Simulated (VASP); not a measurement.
# TiAl (Pm-3m) in VASP: further runs, part 2 of 2

VASP 6.6.1. Earlier steps stand in the parts before.

## Step 3: Vibrations by perturbation theory, LDA

This run uses another cell than the first one, of 16.06 Å³/atom, 1.136 times its volume.

The input, INCAR:

```
SYSTEM = TiAl
ALGO = Normal
EDIFF = 1E-8
ENCUT = 520
IBRION = 8
ISIF = 2
ISMEAR = -1
LASPH = .True.
LCHARG = .False.
LREAL = .False.
LWAVE = .False.
NELM = 80
NSW = 1
PREC = Accurate
SIGMA = 0.05
```

The input, KPOINTS:

```
k-points
0
Gamma
  6 6 6
  0 0 0
```

The input, POSCAR:

```
TiAl
1.0
    3.1790640000      0.0000000000      0.0000000000
    0.0000000000      3.1790640000      0.0000000000
    0.0000000000      0.0000000000      3.1790640000
Ti Al
1 1
Direct
    0.0000000000      0.0000000000      0.0000000000
    0.5000000000      0.5000000000      0.5000000000
```

Potentials or basis: VASP PAW LDA potentials, release 64 (Ti_sv, Al).

Command:

```
$ cat potpaw_LDA.64/Ti_sv/POTCAR potpaw_LDA.64/Al/POTCAR > POTCAR
$ mpirun -np 1 vasp_std > vasp.out
```

OUTCAR:

```text
SYSTEM = TiAl
   EDIFF = 1E-8
   ENCUT = 520
   IBRION = 8
   ISIF = 2
   ISMEAR = -1
   LASPH = .True.
   LREAL = .False.
   NELM = 80
   NSW = 1
   PREC = Accurate

 ion  position               nearest neighbor table
   1  0.000  0.000  0.000-   2 2.75   2 2.75   2 2.75   2 2.75   2 2.75   2 2.75   2 2.75   2 2.75

   2  0.500  0.500  0.500-   1 2.75   1 2.75   1 2.75   1 2.75   1 2.75   1 2.75   1 2.75   1 2.75

  LATTYP: Found a simple cubic cell.
 ALAT       =     3.1790640000

  Lattice vectors:

 A1 = (   3.1790640000,   0.0000000000,   0.0000000000)
 A2 = (   0.0000000000,   3.1790640000,   0.0000000000)
 A3 = (   0.0000000000,   0.0000000000,   3.1790640000)

Analysis of symmetry for initial positions (statically):
=====================================================================
 Subroutine PRICEL returns:
 Original cell was already a primitive cell.

 Routine SETGRP: Setting up the symmetry group for a
 simple cubic supercell.

 Subroutine GETGRP returns: Found 48 space group operations
 (whereof 48 operations were pure point group operations)
 out of a pool of 48 trial point group operations.

The static configuration has the point symmetry O_h .

Analysis of symmetry for dynamics (positions and initial velocities):
=====================================================================
 Subroutine PRICEL returns:
 Original cell was already a primitive cell.

 Routine SETGRP: Setting up the symmetry group for a
 simple cubic supercell.

 Subroutine GETGRP returns: Found 48 space group operations
 (whereof 48 operations were pure point group operations)
 out of a pool of 48 trial point group operations.

The dynamic configuration has the point symmetry O_h .

 Subroutine INISYM returns: Found 48 space group operations
 (whereof 48 operations are pure point group operations),
 and found     1 'primitive' translations

----------------------------------------------------------------------------------------

                                     Primitive cell

  volume of cell :      32.1290

  direct lattice vectors                    reciprocal lattice vectors
     3.179064000  0.000000000  0.000000000     0.314557996  0.000000000  0.000000000
     0.000000000  3.179064000  0.000000000     0.000000000  0.314557996  0.000000000
     0.000000000  0.000000000  3.179064000     0.000000000  0.000000000  0.314557996

  length of vectors
     3.179064000  3.179064000  3.179064000     0.314557996  0.314557996  0.314557996

  position of ions in fractional coordinates (direct lattice)
     0.000000000  0.000000000  0.000000000
     0.500000000  0.500000000  0.500000000

  ion indices of the primitive-cell ions
   primitive index   ion index
                 1           1
                 2           2
[... 130 lines left out ...]
      5      -0.6723      2.00000
      6       7.1179      2.00000
      7       7.1179      2.00000
      8      10.2839      0.00000
      9      10.2839      0.00000
     10      10.2839      0.00000
     11      12.9391      0.00000
[... 254 lines left out ...]
  band No.  band energies     occupation
      1     -47.6085      2.00000
      2     -24.3702      2.00000
      3     -24.3702      2.00000
      4     -24.3702      2.00000
      5       5.4500      2.00000
      6       5.4500      2.00000
      7       5.4500      2.00000
      8       9.0839      0.00003
      9      11.5228      0.00000
     10      11.5229      0.00000
     11      11.5229      0.00000

------------------------ aborting loop because EDIFF is reached ----------------------------------------

  FORCE on cell =-STRESS in cart. coord.  units (eV):
  Direction    XX          YY          ZZ          XY          YZ          ZX
  --------------------------------------------------------------------------------------
  -------------------------------------------------------------------------------------
  Total       -1.1837859     -1.1837859     -1.1837859      0.0000000      0.0000000      0.0000000
  in kB      -59.0317875    -59.0317875    -59.0317875      0.0000000      0.0000000      0.0000000
  external PRESSURE =     -59.0317875 kB  Pullay stress =       0.0000000 kB

 VOLUME and BASIS-vectors are now :
 -----------------------------------------------------------------------------
  energy-cutoff  :      520.00
  volume of cell :       32.13
      direct lattice vectors                 reciprocal lattice vectors
     3.179064000  0.000000000  0.000000000     0.314557996  0.000000000  0.000000000
     0.000000000  3.179064000  0.000000000     0.000000000  0.314557996  0.000000000
     0.000000000  0.000000000  3.179064000     0.000000000  0.000000000  0.314557996

 POSITION                                       TOTAL-FORCE (eV/Angst)
 -----------------------------------------------------------------------------------
      0.00000      0.00000      0.00000         0.000000      0.000000      0.000000
      1.58953      1.58953      1.58953         0.000000      0.000000      0.000000
 -----------------------------------------------------------------------------------
    total drift:                                0.000000      0.000000      0.000000

  FREE ENERGIE OF THE ION-ELECTRON SYSTEM (eV)
  ---------------------------------------------------
  free  energy   TOTEN  =       -13.2780593761 eV

  energy  without entropy=      -13.2568808300  energy(sigma->0) =      -13.26747010

[... ionic steps 2 to 3 ...]

--------------------------------------- Ionic step        4  -------------------------------------------

------------------------ aborting loop because EDIFF is reached ----------------------------------------

[... ionic steps 5 to 6 ...]

--------------------------------------- Ionic step        7  -------------------------------------------

 Free energy of the ion-electron system (eV)
  ---------------------------------------------------
  ---------------------------------------------------
  free energy    TOTEN  =        -0.00606207 eV

  energy without entropy =       -0.00606207

------------------------ aborting loop because EDIFF is reached ----------------------------------------

 INTERNAL STRAIN TENSOR  FOR ION    2  DIRECTION 1   (eV/Angst):
 -----------------------------------------------------------------------------
    -0.05775  0.00000  0.00000
     0.00000  0.02895  0.00000
     0.00000  0.00000  0.02895

 INTERNAL STRAIN TENSOR FOR ION    2 for displacements in x,y,z  (eV/Angst):
          X           Y           Z          XY          YZ          ZX
  --------------------------------------------------------------------------------
  x     0.00000     0.00000     0.00000     0.00000     0.00000     0.00000
  y     0.00000     0.00000     0.00000     0.00000     0.00000     0.00000
  z     0.00000     0.00000     0.00000     0.00000     0.00000     0.00000

 SECOND DERIVATIVES (NOT SYMMETRIZED)
 ------------------------------------
               1X          1Y          1Z          2X          2Y          2Z
  1X    -5.759292   -0.000000   -0.000000    5.759292    0.000000    0.000000
  1Y     0.000000   -5.759292   -0.000000   -0.000000    5.759292    0.000000
  1Z     0.000000    0.000000   -5.759292   -0.000000   -0.000000    5.759292
  2X     5.751145    0.000000    0.000000   -5.751145   -0.000000    0.000000
  2Y     0.000000    5.751145   -0.000000   -0.000000   -5.751145    0.000000
  2Z     0.000000    0.000000    5.751145   -0.000000   -0.000000   -5.751145

 Eigenvectors and eigenvalues of the dynamical matrix
 ----------------------------------------------------

   1 f  =    9.027354 THz    56.720537 2PiTHz  301.120112 cm-1    37.334119 meV
             X         Y         Z           dx          dy          dz
      0.000000  0.000000  0.000000     0.004809   -0.377139   -0.467423
      1.589532  1.589532  1.589532    -0.006402    0.502044    0.622230
[... 21 lines left out ...]
   6 f/i=    0.003068 THz     0.019277 2PiTHz    0.102340 cm-1     0.012689 meV
             X         Y         Z           dx          dy          dz
      0.000000  0.000000  0.000000     0.120940   -0.231996   -0.755520
      1.589532  1.589532  1.589532     0.090851   -0.174277   -0.567552

--------------------------------------------------------------------------------------------------------

 ELASTIC MODULI CONTR FROM IONIC RELAXATION (kBar)
 Direction    XX          YY          ZZ          XY          YZ          ZX
 --------------------------------------------------------------------------------
 XX           0.0000      0.0000      0.0000      0.0000      0.0000      0.0000
 YY           0.0000      0.0000      0.0000      0.0000      0.0000      0.0000
 ZZ           0.0000      0.0000      0.0000      0.0000      0.0000      0.0000
 XY           0.0000      0.0000      0.0000      0.0000      0.0000      0.0000
 YZ           0.0000      0.0000      0.0000      0.0000      0.0000      0.0000
 ZX           0.0000      0.0000      0.0000      0.0000      0.0000      0.0000
 --------------------------------------------------------------------------------
```

OSZICAR:

```text
N       E                     dE             d eps       ncg     rms          rms(c)
DAV:   1     0.898763502697E+02    0.89876E+02   -0.74931E+03   440   0.140E+03
DAV:   2    -0.825668701661E+01   -0.98133E+02   -0.95856E+02   446   0.342E+02
DAV:   3    -0.146565432262E+02   -0.63999E+01   -0.61088E+01   697   0.778E+01
DAV:   4    -0.148999302279E+02   -0.24339E+00   -0.24188E+00   583   0.133E+01
[... 45 lines left out ...]
RMM:   8    -0.606207651246E-02   -0.86264E-06   -0.18218E-07  1812   0.177E-03    0.101E-04
RMM:   9    -0.606190127095E-02    0.17524E-06   -0.26752E-08  1854   0.757E-04    0.288E-05
RMM:  10    -0.606205970331E-02   -0.15843E-06   -0.10188E-07  1935   0.346E-04    0.103E-05
RMM:  11    -0.606207710852E-02   -0.17405E-07   -0.21249E-08  1905   0.160E-04    0.111E-05
RMM:  12    -0.606206968586E-02    0.74227E-08   -0.37027E-08  1973   0.789E-05    0.230E-06
 Linear response finished
```

It took 27 s on 1 thread of Intel Xeon Platinum 8488C (Sapphire Rapids), shared host; peak memory 0.17 GiB.

Results:

```yaml
Highest_phonon_frequency_at_Γ_LO-TO_splitting_left_out: 301 cm⁻¹
```

Phonon frequencies in cm⁻¹ (negative: imaginary):
| q point | frequencies |
| --- | --- |
| (0.000, 0.000, 0.000) | 0 0 0 301 301 301 |

Caveat: the cell wasn't relaxed at this level first, which shifts response properties.

## Step 4: Elastic constants, LDA

This run uses another cell than the first one, of 16.06 Å³/atom, 1.136 times its volume.

The input, INCAR:

```
PREC = Accurate ; ENCUT = 600
EDIFF = 1E-8 ; ISMEAR = -1
SIGMA = 0.05 ; LREAL = F
LASPH = T ; NELM = 60
ALGO = Normal ; ISIF = 3
LWAVE = F ; LCHARG = F
GGA = CA ; IBRION = 6
NFREE = 2 ; POTIM = 0.015
NSW = 1
```

The input, KPOINTS:

```
regular mesh
0
Gamma
  6 6 6
```

POSCAR is that of step 3.

Command:

```
$ cat potpaw_LDA.64/Ti_sv/POTCAR potpaw_LDA.64/Al/POTCAR > POTCAR
$ mpirun -np 1 vasp_std > vasp.out
```

Wall time 2.8 min (1 thread of Intel Xeon Platinum 8488C (Sapphire Rapids), shared host); peak memory 0.2 GiB.

Results (log left out):

| Item | Value |
| --- | --- |
| Elastic constants C11, C12, C44 | 69, 127, 66 GPa |
| Voigt bulk modulus | 108 GPa |
| Highest phonon frequency at Γ, LO-TO splitting left out | 301 cm⁻¹ |

Phonon frequencies in cm⁻¹ (negative: imaginary):
```csv
q point,frequencies
"(0.000, 0.000, 0.000)",0 0 0 301 301 301
```

Elastic tensor in Voigt notation (GPa, in the Cartesian axes of the cell as first typed):
```
 69 127 127   0   0   0
127  69 127   0   0   0
127 127  69   0   0   0
  0   0   0  66   0   0
  0   0   0   0  66   0
  0   0   0   0   0  66
```

Clamped-ion elastic tensor (GPa):
```
 69 127 127   0   0   0
127  69 127   0   0   0
127 127  69   0   0   0
  0   0   0  66   0   0
  0   0   0   0  66   0
  0   0   0   0   0  66
```

Caveat: the cell is under stress, which shifts elastic constants; the elastic tensor has a negative eigenvalue, so either the cell is unstable as it stands or the mesh is too thin.
